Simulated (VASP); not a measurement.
# MnO (I4mm) in VASP: single point with PBE

Aim: the single point of MnO with PBE.

All numbers are computed with VASP 6.6.1; they aren't measurements. Logs are shortened: lines on timing, memory, paths and dates and some standing lists are left out, and cuts for length are marked.

**1. The cell of the first run**

It takes space group I4mm (No. 107, tetragonal). The conventional cell has a = 3.076 Å, b = 3.076 Å, c = 4.350 Å, α = 90.00°, β = 90.00°, γ = 90.00°. Within 2.5 Å of Mn (site symmetry 4mm) lie 6 O at 1.88 to 2.47 Å. O (site symmetry 4mm) has 6 Mn at 1.88 to 2.47 Å within 2.5 Å.

**2. Single point, PBE, collinear spin, ferromagnetic start**

INCAR

```
PREC     = Accurate       # precision mode
ENCUT    = 600            # plane-wave cutoff, eV
EDIFF    = 1E-6           # SCF threshold, eV
ISMEAR   = -1             # smearing method
SIGMA    = 0.15           # smearing width, eV
LREAL    = F              # projectors in reciprocal space
LASPH    = T              # aspherical terms in the spheres
NELM     = 200            # most SCF steps
ALGO     = Normal         # electronic algorithm
ISIF     = 2              # what is computed and relaxed
LWAVE    = F              # write WAVECAR
LCHARG   = F              # write CHGCAR
ISPIN    = 2              # spin polarisation
MAGMOM   = 5 0            # initial moments
LORBIT   = 11             # projections on sites
LMAXMIX  = 4              # l up to which the mixer works
GGA      = PE             # functional
NBANDS   = 20             # bands
GGA_COMPAT= F
```

KPOINTS

```
regular mesh
0
Gamma
  3 3 3
```

POSCAR

```
MnO
1.0
    0.0000000000      2.1750000000      2.1750000000
    2.1750000000      0.0000000000      2.1750000000
    2.1750000000      2.1750000000      0.0000000000
Mn O
1 1
Direct
    0.0000000000      0.0000000000      0.0000000000
    0.4310344828      0.4310344828     -0.4310344828
```

Potentials or basis: VASP PAW PBE potentials, release 64 (Mn_pv, O).

Run with:

```bash
$ cat potpaw_PBE.64/Mn_pv/POTCAR potpaw_PBE.64/O/POTCAR > POTCAR
$ mpirun -np 1 vasp_std > vasp.out
```

OUTCAR:

```text
PREC = Accurate
   ENCUT = 600
   EDIFF = 1E-6
   ISMEAR = -1
   LREAL = F
   LASPH = T
   NELM = 200
   ISIF = 2
   ISPIN = 2
   LORBIT = 11
   GGA = PE

 ion  position               nearest neighbor table
   1  0.000  0.000  0.000-   2 1.88   2 2.20   2 2.20   2 2.20   2 2.20   2 2.47
   2  0.431  0.431  0.569-   1 1.88   1 2.20   1 2.20   1 2.20   1 2.20   1 2.47

  LATTYP: Found a face centered cubic cell.
 ALAT       =     4.3500000000

  Lattice vectors:

 A1 = (   0.0000000000,   2.1750000000,   2.1750000000)
 A2 = (   2.1750000000,   0.0000000000,   2.1750000000)
 A3 = (   2.1750000000,   2.1750000000,   0.0000000000)

Analysis of symmetry for initial positions (statically):
=====================================================================
 Subroutine PRICEL returns:
 Original cell was already a primitive cell.

 Routine SETGRP: Setting up the symmetry group for a
 face centered cubic supercell.

 Subroutine GETGRP returns: Found  8 space group operations
 (whereof  8 operations were pure point group operations)
 out of a pool of 48 trial point group operations.

The static configuration has the point symmetry C_4v.

Analysis of symmetry for dynamics (positions and initial velocities):
=====================================================================
 Subroutine PRICEL returns:
 Original cell was already a primitive cell.

 Routine SETGRP: Setting up the symmetry group for a
 face centered cubic supercell.

 Subroutine GETGRP returns: Found  8 space group operations
 (whereof  8 operations were pure point group operations)
 out of a pool of 48 trial point group operations.

The dynamic configuration has the point symmetry C_4v.

Analysis of structural, dynamic, and magnetic symmetry:
=====================================================================
 Subroutine PRICEL returns:
 Original cell was already a primitive cell.

 Routine SETGRP: Setting up the symmetry group for a
 face centered cubic supercell.

 Subroutine GETGRP returns: Found  8 space group operations
 (whereof  8 operations were pure point group operations)
 out of a pool of 48 trial point group operations.

The overall configuration has the point symmetry C_4v.

 Subroutine INISYM returns: Found  8 space group operations
 (whereof  8 operations are pure point group operations),
 and found     1 'primitive' translations

----------------------------------------------------------------------------------------

                                     Primitive cell

  volume of cell :      20.5782

  direct lattice vectors                    reciprocal lattice vectors
     0.000000000  2.175000000  2.175000000    -0.229885057  0.229885057  0.229885057
     2.175000000  0.000000000  2.175000000     0.229885057 -0.229885057  0.229885057
     2.175000000  2.175000000  0.000000000     0.229885057  0.229885057 -0.229885057

  length of vectors
     3.075914498  3.075914498  3.075914498     0.398172599  0.398172599  0.398172599

  position of ions in fractional coordinates (direct lattice)
     0.000000000  0.000000000  0.000000000
     0.431034483  0.431034483  0.568965517

  ion indices of the primitive-cell ions
   primitive index   ion index
                 1           1
                 2           2

----------------------------------------------------------------------------------------

 KPOINTS: regular mesh

Automatic generation of k-mesh.
 Grid dimensions read from file:
 generate k-points for:    3    3    3

 Generating k-lattice:

  Cartesian coordinates                     Fractional coordinates (reciprocal lattice)
    -0.076628352  0.076628352  0.076628352     0.333333333  0.000000000  0.000000000
     0.076628352 -0.076628352  0.076628352     0.000000000  0.333333333  0.000000000
     0.076628352  0.076628352 -0.076628352     0.000000000  0.000000000  0.333333333

  Length of vectors
     0.132724200  0.132724200  0.132724200

  Shift w.r.t. Gamma in fractional coordinates (k-lattice)
     0.000000000  0.000000000  0.000000000

 Subroutine IBZKPT returns following result:
 ===========================================

 Found      6 irreducible k-points:

 Following reciprocal coordinates:
            Coordinates               Weight
  0.000000  0.000000  0.000000      1.000000
  0.333333  0.000000  0.000000      8.000000
  0.333333  0.333333  0.000000      2.000000
  0.000000  0.333333  0.333333      4.000000
 -0.333333  0.333333  0.000000      4.000000
  0.000000 -0.333333  0.333333      8.000000
   k-points           NKPTS =      6   k-points in BZ     NKDIM =      6   number of bands    NBANDS=     20
   number of dos      NEDOS =    301   number of ions     NIONS =      2
   total plane-waves  NPLWV =  21952
   dimension x,y,z NGX =    28 NGY =   28 NGZ =   28
   dimension x,y,z NGXF=    56 NGYF=   56 NGZF=   56
   ions per type =               1   1
   NGX,Y,Z   is equivalent  to a cutoff of  15.13, 15.13, 15.13 a.u.
   NGXF,Y,Z  is equivalent  to a cutoff of  30.27, 30.27, 30.27 a.u.
 SYSTEM =  unknown system
   PREC   = accura    normal or accurate (medium, high low for compatibility)
   ISTART =      0    job   : 0-new  1-cont  2-samecut
   ICHARG =      2    charge: 1-file 2-atom 10-const
   ISPIN  =      2    spin polarized calculation?
   LNONCOLLINEAR =      F non collinear calculations
   LSORBIT =      F    spin-orbit coupling
   LASPH  =      T    aspherical Exc in radial PAW
   ENCUT  =  600.0 eV  44.10 Ry    6.64 a.u.   6.14  6.14  6.14*2*pi/ulx,y,z
   NELM   =    200;   NELMIN=  2; NELMDL= -5     # of ELM steps
   EDIFF  = 0.1E-05   stopping-criterion for ELM
   LREAL  =      F    real-space projection
   EDIFFG = 0.1E-04   stopping-criterion for IOM
   NSW    =      0    number of steps for IOM
   IBRION =     -1    ionic relax: 0-MD 1-quasi-New 2-CG
   NFREE  =      0    steps in history (QN), initial steepest desc. (CG)
   ISIF   =      2    stress and relaxation
   ISYM   =      2    0-nonsym 1-usesym 2-fastsym
   POTIM  = 0.5000    time-step for ionic-motion
   TEBEG  =    0.0;   TEEND  =   0.0 temperature during run
   PSTRESS=    0.0 pullay stress
   NELECT =      19.0000    total number of electrons
   NUPDOWN=      -1.0000    fix difference up-down
   EMIN   =  10.00;   EMAX   =-10.00  energy-range for DOS
   EFERMI =   0.00;   METHOD = LEGACY
   ISMEAR =    -1;   SIGMA  =   0.15  broadening in eV -4-tet -1-fermi 0-gaus
   EFERMI_NEDOS =   21; number of points for ismear=-14 and -15
   IALGO  =     38    algorithm
   IMIX   =      4    mixing-type and parameters
     AMIX     =   0.40;   BMIX     =  1.00
     AMIX_MAG =   1.60;   BMIX_MAG =  1.00
  volume/ion in A,a.u.               =      10.29        69.43
  Fermi-wavevector in a.u.,A,eV,Ry     =   1.594129  3.012467 34.575764  2.541247
  Thomas-Fermi vector in A             =   2.692251
   LORBIT       =     11    0 simple, 1 ext, 2 COOP (PROOUT), +10 PAW based schemes
   GGA     = PE    functional components
   LHFCALC =     F    Hartree Fock is set to
   AEXX    =    0.0000 exact exchange contribution
   IVDW    =     0    specifies the selected vdW correction
   LEPSILON=     F    determine dielectric tensor
   LRPA    =     F    only Hartree local field effects (RPA)
 spin polarized calculation
  energy-cutoff  :      600.00
  volume of cell :       20.58
 maximum number of plane-waves:       701
 NGX is ok and might be reduce to    28
   NGX = 13   NGY = 13   NGZ = 13

 number of electron      19.0000002 magnetization       4.5815137

 Free energy of the ion-electron system (eV)
  ---------------------------------------------------
  ext. energy  EPLUGINS =         0.00000000
  ---------------------------------------------------
  free energy    TOTEN  =       -16.08505459 eV

  energy without entropy =      -15.99611390  energy(sigma->0) =      -16.04058424

 E-fermi :   8.4436     XC(G=0): -12.2195

 val. band max:        8.4406797845   @ k =   0.3333   0.0000   0.0000
 cond. band min:       8.8937376329   @ k =   0.0000   0.0000   0.0000
 fundamental gap:      0.4530578483
 Fermi energy:         8.4435631736

 spin component 1

 k-point     1 :       0.0000    0.0000    0.0000
  band No.  band energies     occupation
      1     -42.0525      1.00000
      2     -41.9519      1.00000
      3     -41.9519      1.00000
      4     -12.5871      1.00000
      5       2.8881      1.00000
      6       3.3286      1.00000
[... 12 lines left out ...]
     19      29.3250      0.00000
     20      29.7928      0.00000
[... 93 lines left out ...]
 k-point     6 :       0.0000   -0.3333    0.3333
  band No.  band energies     occupation
      1     -42.0967      1.00000
      2     -42.0067      1.00000
      3     -41.9864      1.00000
      4     -11.4643      1.00000
      5       0.6183      1.00000
      6       1.2480      1.00000
[... 12 lines left out ...]
     19      33.4332      0.00000
     20      34.5676      0.00000
 Fermi energy:         8.4435631736

 spin component 2

 k-point     1 :       0.0000    0.0000    0.0000
  band No.  band energies     occupation
      1     -37.6803      1.00000
      2     -37.4739      1.00000
      3     -37.4739      1.00000
      4     -12.1021      1.00000
      5       3.8755      1.00000
      6       4.3173      1.00000
[... 12 lines left out ...]
     19      31.5519      0.00000
     20      32.0581      0.00000
[... 93 lines left out ...]
 k-point     6 :       0.0000   -0.3333    0.3333
  band No.  band energies     occupation
      1     -37.7340      1.00000
      2     -37.5414      1.00000
      3     -37.5180      1.00000
      4     -10.9987      1.00000
      5       1.5523      1.00000
      6       2.0349      1.00000
[... 12 lines left out ...]
     19      34.6327      0.00000
     20      35.6522      0.00000

------------------------ aborting loop because EDIFF is reached ----------------------------------------

  FORCE on cell =-STRESS in cart. coord.  units (eV):
  Direction    XX          YY          ZZ          XY          YZ          ZX
  --------------------------------------------------------------------------------------
  -------------------------------------------------------------------------------------
  Total        1.3475625      1.3475625      4.0773996      0.0000000      0.0000000     -0.0000000
  in kB      104.9184122    104.9184122    317.4578572      0.0000000      0.0000000     -0.0000000
  external PRESSURE =     175.7648939 kB  Pullay stress =       0.0000000 kB

 VOLUME and BASIS-vectors are now :
 -----------------------------------------------------------------------------
  energy-cutoff  :      600.00
  volume of cell :       20.58
      direct lattice vectors                 reciprocal lattice vectors
     0.000000000  2.175000000  2.175000000    -0.229885057  0.229885057  0.229885057
     2.175000000  0.000000000  2.175000000     0.229885057 -0.229885057  0.229885057
     2.175000000  2.175000000  0.000000000     0.229885057  0.229885057 -0.229885057

 POSITION                                       TOTAL-FORCE (eV/Angst)
 -----------------------------------------------------------------------------------
      0.00000      0.00000      0.00000         0.000000      0.000000     -2.369968
      2.17500      2.17500      1.87500         0.000000      0.000000      2.369968
 -----------------------------------------------------------------------------------
    total drift:                                0.000000      0.000000     -0.000425

  FREE ENERGIE OF THE ION-ELECTRON SYSTEM (eV)
  ---------------------------------------------------
  free  energy   TOTEN  =       -16.0850545858 eV

  energy  without entropy=      -15.9961138951  energy(sigma->0) =      -16.04058424

 total charge

# of ion       s       p       d       tot
------------------------------------------
    1        0.236   6.224   5.040  11.500
    2        1.563   3.463   0.000   5.025
--------------------------------------------------
tot          1.799   9.686   5.040  16.525

 magnetization (x)

# of ion       s       p       d       tot
------------------------------------------
    1        0.042   0.033   4.056   4.131
    2        0.035   0.182   0.000   0.217
--------------------------------------------------
tot          0.077   0.215   4.056   4.348
```

Wall time 7.2 s (1 thread of AMD EPYC 9R45 (Zen 5), shared host); peak memory 0.14 GiB.

Results:

```yaml
Free_energy: -16.0851 eV
Pressure: 17.6 GPa
Largest_force: 2.370 eV/Å
Net_moment: 4.58 μB per cell
Site_moments: Mn +4.13; O +0.22 μB
Valence_electrons_inside_the_program's_atomic_spheres: Mn 11.50; O 5.03
```

Forces in eV/Å, atoms in the order of the input:
```
Mn   0.000  0.000 -2.370
O    0.000  0.000  2.370
```

Stress tensor (GPa, compression positive):
```
10.49  0.00  0.00
 0.00 10.49  0.00
 0.00  0.00 31.75
```

Caveat: the k points lie up to 0.83 Å⁻¹ apart; a cell with one magnetic atom can't hold antiferromagnetic order, which such compounds often take; semilocal functionals often make such compounds metallic where correlation or magnetic order opens a gap, which also shifts bond lengths; forces of over 1 eV/Å act on the atoms, so gaps and moduli don't describe the material at rest. With open d or f shells a metallic result of PBE can be an artefact of self-interaction; +U or a hybrid may open a gap.
